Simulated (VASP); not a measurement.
# Ti (I4/mmm) in VASP: notebook

Runs on Ti. Level: r2SCAN. Tasks: single point.

Program: VASP 6.6.1. These are calculated values, not measurements. Logs are shortened: lines on timing, memory, paths and dates and some standing lists are left out, and cuts for length are marked.

## Step 1: The cell of the first run

Symmetry: I4/mmm, No. 139, tetragonal system. Conventional cell: a = 3.650 Å, b = 3.650 Å, c = 2.581 Å, α = 90.00°, β = 90.00°, γ = 90.00°. Within 3.4 Å of Ti (site symmetry 4/mmm) lie 10 Ti at 2.58 to 2.89 Å.

## Step 2: Single point, r2SCAN

File POSCAR:

```
Ti
1.0
   -1.8250971602      1.8250971602      1.2903436923
    1.8250971602     -1.8250971602      1.2903436923
    1.8250971602      1.8250971602     -1.2903436923
Ti
1
Direct
    0.0000000000      0.0000000000      0.0000000000
```

File INCAR.step1:

```
PREC = Accurate ; ENCUT = 520
ISMEAR = 0 ; SIGMA = 0.15
LREAL = F ; LASPH = T
NELM = 60 ; NBANDS = 12
GGA = PE ; ALGO = Normal
EDIFF = 1E-4 ; LWAVE = T
LCHARG = F
```

File INCAR.step2:

```
PREC = Accurate ; ENCUT = 520
EDIFF = 1E-6 ; ISMEAR = 0
SIGMA = 0.15 ; LREAL = F
LASPH = T ; NELM = 60
ALGO = Normal ; ISIF = 2
LWAVE = F ; LCHARG = T
METAGGA = R2SCAN ; LMIXTAU = T
LELF = T ; LVHAR = T
NBANDS = 12 ; ISTART = 1
```

File KPOINTS:

```
regular mesh
0
Gamma
  28 28 28
```

Potentials or basis: VASP PAW PBE potentials, release 64 (Ti_sv).

Command:

```
> cat potpaw_PBE.64/Ti_sv/POTCAR > POTCAR
> cp INCAR.step1 INCAR
> mpirun -np 1 vasp_std > vasp.out
> cp INCAR.step2 INCAR
> mpirun -np 1 vasp_std > vasp.out
```

OUTCAR:

```text
PREC = Accurate
   ENCUT = 520
   EDIFF = 1E-6
   ISMEAR = 0
   LREAL = F
   LASPH = T
   NELM = 60
   ISIF = 2
   METAGGA = R2SCAN
   ISTART = 1

 ion  position               nearest neighbor table
   1  0.000  0.000  0.000-

  LATTYP: Found a body centered tetragonal cell.
 ALAT       =     3.6501943204
 C/A-ratio  =     0.7070000000

  Lattice vectors:

 A1 = (  -1.8250971602,   1.8250971602,   1.2903436923)
 A2 = (   1.8250971602,  -1.8250971602,   1.2903436923)
 A3 = (   1.8250971602,   1.8250971602,  -1.2903436923)

Analysis of symmetry for initial positions (statically):
=====================================================================
 Subroutine PRICEL returns:
 Original cell was already a primitive cell.

 Routine SETGRP: Setting up the symmetry group for a
 body centered tetragonal supercell.

 Subroutine GETGRP returns: Found 16 space group operations
 (whereof 16 operations were pure point group operations)
 out of a pool of 16 trial point group operations.

The static configuration has the point symmetry D_4h.

Analysis of symmetry for dynamics (positions and initial velocities):
=====================================================================
 Subroutine PRICEL returns:
 Original cell was already a primitive cell.

 Routine SETGRP: Setting up the symmetry group for a
 body centered tetragonal supercell.

 Subroutine GETGRP returns: Found 16 space group operations
 (whereof 16 operations were pure point group operations)
 out of a pool of 16 trial point group operations.

The dynamic configuration has the point symmetry D_4h.

 Subroutine INISYM returns: Found 16 space group operations
 (whereof 16 operations are pure point group operations),
 and found     1 'primitive' translations

----------------------------------------------------------------------------------------

                                     Primitive cell

  volume of cell :      17.1924

  direct lattice vectors                    reciprocal lattice vectors
    -1.825097160  1.825097160  1.290343692     0.000000000  0.273958018  0.387493660
     1.825097160 -1.825097160  1.290343692     0.273958018  0.000000000  0.387493660
     1.825097160  1.825097160 -1.290343692     0.273958018  0.273958018  0.000000000

  length of vectors
     2.885644838  2.885644838  2.885644838     0.474556985  0.474556985  0.387435144

  position of ions in fractional coordinates (direct lattice)
     0.000000000  0.000000000  0.000000000

  ion indices of the primitive-cell ions
   primitive index   ion index
                 1           1

----------------------------------------------------------------------------------------

 KPOINTS: regular mesh

Automatic generation of k-mesh.
 Grid dimensions read from file:
 generate k-points for:   28   28   28

 Generating k-lattice:

  Cartesian coordinates                     Fractional coordinates (reciprocal lattice)
     0.000000000  0.009784215  0.013839059     0.035714286 -0.000000000  0.000000000
     0.009784215  0.000000000  0.013839059    -0.000000000  0.035714286  0.000000000
     0.009784215  0.009784215  0.000000000     0.000000000  0.000000000  0.035714286

  Length of vectors
     0.016948464  0.016948464  0.013836969

  Shift w.r.t. Gamma in fractional coordinates (k-lattice)
     0.000000000  0.000000000  0.000000000

 Subroutine IBZKPT returns following result:
 ===========================================

 Found   1639 irreducible k-points:

 Following reciprocal coordinates:
            Coordinates               Weight
  0.000000  0.000000  0.000000      1.000000
  0.035714  0.000000  0.000000      8.000000
  0.071429  0.000000  0.000000      8.000000
  0.107143  0.000000  0.000000      8.000000
  0.142857 -0.000000  0.000000      8.000000
  0.178571 -0.000000  0.000000      8.000000
[... 16 lines left out ...]
  0.285714  0.035714  0.000000     16.000000
  0.321429  0.035714  0.000000     16.000000
 [... further k-points ...]
   k-points           NKPTS =   1639   k-points in BZ     NKDIM =   1639   number of bands    NBANDS=     12
   number of dos      NEDOS =    301   number of ions     NIONS =      1
   total plane-waves  NPLWV =  13824
   dimension x,y,z NGX =    24 NGY =   24 NGZ =   24
   dimension x,y,z NGXF=    48 NGYF=   48 NGZF=   48
   ions per type =               1
   NGX,Y,Z   is equivalent  to a cutoff of  13.83, 13.83, 13.83 a.u.
   NGXF,Y,Z  is equivalent  to a cutoff of  27.65, 27.65, 27.65 a.u.
 SYSTEM =  unknown system
   PREC   = accura    normal or accurate (medium, high low for compatibility)
   ISTART =      1    job   : 0-new  1-cont  2-samecut
   ICHARG =      0    charge: 1-file 2-atom 10-const
   ISPIN  =      1    spin polarized calculation?
   LNONCOLLINEAR =      F non collinear calculations
   LSORBIT =      F    spin-orbit coupling
   LASPH  =      T    aspherical Exc in radial PAW
   ENCUT  =  520.0 eV  38.22 Ry    6.18 a.u.   5.37  5.37  5.37*2*pi/ulx,y,z
   NELM   =     60;   NELMIN=  2; NELMDL=  0     # of ELM steps
   EDIFF  = 0.1E-05   stopping-criterion for ELM
   LREAL  =      F    real-space projection
   EDIFFG = 0.1E-04   stopping-criterion for IOM
   NSW    =      0    number of steps for IOM
   IBRION =     -1    ionic relax: 0-MD 1-quasi-New 2-CG
   NFREE  =      0    steps in history (QN), initial steepest desc. (CG)
   ISIF   =      2    stress and relaxation
   ISYM   =      2    0-nonsym 1-usesym 2-fastsym
   POTIM  = 0.5000    time-step for ionic-motion
   TEBEG  =    0.0;   TEEND  =   0.0 temperature during run
   PSTRESS=    0.0 pullay stress
   NELECT =      12.0000    total number of electrons
   NUPDOWN=      -1.0000    fix difference up-down
   EMIN   =  10.00;   EMAX   =-10.00  energy-range for DOS
   EFERMI =   0.00;   METHOD = LEGACY
   ISMEAR =     0;   SIGMA  =   0.15  broadening in eV -4-tet -1-fermi 0-gaus
   EFERMI_NEDOS =   21; number of points for ismear=-14 and -15
   IALGO  =     38    algorithm
   IMIX   =      4    mixing-type and parameters
     AMIX     =   0.40;   BMIX     =  1.00
     AMIX_MAG =   1.60;   BMIX_MAG =  1.00
  volume/ion in A,a.u.               =      17.19       116.02
  Fermi-wavevector in a.u.,A,eV,Ry     =   1.452188  2.744237 28.692639  2.108849
  Thomas-Fermi vector in A             =   2.569599
   LORBIT       =      0    0 simple, 1 ext, 2 COOP (PROOUT), +10 PAW based schemes
   METAGGA = R2SCAN    functional components
   LHFCALC =     F    Hartree Fock is set to
   AEXX    =    0.0000 exact exchange contribution
   IVDW    =     0    specifies the selected vdW correction
   LEPSILON=     F    determine dielectric tensor
   LRPA    =     F    only Hartree local field effects (RPA)
 non-spin polarized calculation
 Gauss-broadening in eV      SIGMA  =   0.15
  energy-cutoff  :      520.00
  volume of cell :       17.19
 maximum number of plane-waves:       477
 NGX is ok and might be reduce to    24
   NGX = 11   NGY = 11   NGZ = 11

 number of electron      12.0000001 magnetization

 Free energy of the ion-electron system (eV)
  ---------------------------------------------------
  ext. energy  EPLUGINS =         0.00000000
  ---------------------------------------------------
  free energy    TOTEN  =       -12.70084247 eV

  energy without entropy =      -12.69265588  energy(sigma->0) =      -12.69674917

 E-fermi :   8.2960     XC(G=0): -12.4169

 val. band max:        8.2952548463   @ k =  -0.3214  -0.4286   0.1429
 cond. band min:       8.2965608406   @ k =  -0.1071  -0.1071   0.0357
 fundamental gap:      0.0013059943
 Fermi energy:         8.2959528110

 k-point     1 :       0.0000    0.0000    0.0000
  band No.  band energies     occupation
      1     -50.5683      2.00000
      2     -25.3823      2.00000
      3     -25.3823      2.00000
      4     -25.1359      2.00000
      5       1.9239      2.00000
      6       7.8168      1.99999
      7       8.8605      0.00000
      8      11.0526      0.00000
      9      11.0526      0.00000
     10      12.1925      0.00000
     11      24.1691      0.00000
     12      24.1691      0.00000

 k-point     2 :       0.0357    0.0000    0.0000
  band No.  band energies     occupation
      1     -50.5652      2.00000
      2     -25.3847      2.00000
      3     -25.3840      2.00000
      4     -25.1505      2.00000
      5       1.9795      2.00000
      6       7.8377      1.99998
      7       8.8941      0.00000
      8      11.0103      0.00000
      9      11.0130      0.00000
     10      12.1726      0.00000
     11      24.2123      0.00000
     12      24.2280      0.00000

 k-point     3 :       0.0714    0.0000    0.0000
  band No.  band energies     occupation
      1     -50.5559      2.00000
      2     -25.3924      2.00000
      3     -25.3891      2.00000
      4     -25.1930      2.00000
      5       2.1446      2.00000
      6       7.8967      1.99983
      7       8.9913      0.00000
      8      10.8902      0.00000
      9      10.9031      0.00000
     10      12.1170      0.00000
     11      24.3267      0.00000
     12      24.3948      0.00000
[... 286 lines left out ...]
 k-point    23 :       0.2857    0.0357    0.0000
  band No.  band energies     occupation
      1     -50.3903      2.00000
      2     -25.9977      2.00000
      3     -25.4709      2.00000
      4     -25.4329      2.00000
      5       5.0686      2.00000
      6       7.7416      2.00000
      7       9.1231      0.00000
      8      10.9413      0.00000
      9      11.3733      0.00000
     10      11.7591      0.00000
     11      22.4891      0.00000
     12      24.0294      0.00000

 k-point    24 :       0.3214    0.0357    0.0000
  band No.  band energies     occupation
      1     -50.3652      2.00000
      2     -26.1064      2.00000
      3     -25.4843      2.00000
      4     -25.4454      2.00000
      5       5.4167      2.00000
      6       7.5453      2.00000
      7       9.2713      0.00000
      8      11.2851      0.00000
      9      11.2989      0.00000
     10      12.1749      0.00000
     11      21.5094      0.00000
     12      23.5006      0.00000

 [... further k-points ...]
[... 5 lines left out ...]
  --------------------------------------------------------------------------------------
  -------------------------------------------------------------------------------------
  Total       -0.6325952     -0.6325952      1.3453639      0.0000000      0.0000000      0.0000000
  in kB      -58.9520796    -58.9520796    125.3755826      0.0000000      0.0000000      0.0000000
  external PRESSURE =       2.4904744 kB  Pullay stress =       0.0000000 kB

 VOLUME and BASIS-vectors are now :
 -----------------------------------------------------------------------------
  energy-cutoff  :      520.00
  volume of cell :       17.19
      direct lattice vectors                 reciprocal lattice vectors
    -1.825097160  1.825097160  1.290343692     0.000000000  0.273958018  0.387493660
     1.825097160 -1.825097160  1.290343692     0.273958018  0.000000000  0.387493660
     1.825097160  1.825097160 -1.290343692     0.273958018  0.273958018  0.000000000

 POSITION                                       TOTAL-FORCE (eV/Angst)
 -----------------------------------------------------------------------------------
      0.00000      0.00000      0.00000         0.000000      0.000000      0.000000
 -----------------------------------------------------------------------------------
    total drift:                               -0.000000      0.000000      0.000000

  FREE ENERGIE OF THE ION-ELECTRON SYSTEM (eV)
  ---------------------------------------------------
  free  energy   TOTEN  =       -12.7008424733 eV

  energy  without entropy=      -12.6926558753  energy(sigma->0) =      -12.69674917
```

Wall time 31 min (1 thread of Oxide Virtual Turin-like, shared host); peak memory 0.39 GiB.

Results:

```yaml
Free_energy: -12.7008 eV
Pressure: 0.2 GPa
Band_gap_on_the_k_mesh: zero (bands 6 and 7 overlap by 0.77 eV)
```

Levels at points of the mesh, in eV from the Fermi level:
```csv
k point,band 3,band 4,band 5,band 6,band 7,band 8,band 9,band 10
"(0.00, 0.00, 0.00)",-33.68,-33.43,-6.37,-0.48,0.56,2.76,2.76,3.90
"(0.50, 0.00, 0.00)",-33.81,-33.77,-2.55,-1.21,2.51,2.81,4.01,4.67
"(0.50, 0.50, 0.00)",-33.63,-33.52,-2.71,-0.52,0.61,2.28,2.60,4.51
"(0.50, 0.50, 0.50)",-34.21,-33.61,-2.61,-1.97,4.33,4.33,4.46,5.55
```

Caveat: the stress differs along the axes, from -6 to 13 GPa; the PAW data sets were made with another functional, which shifts forces and pressure a little.

[end of part 1 of 2]
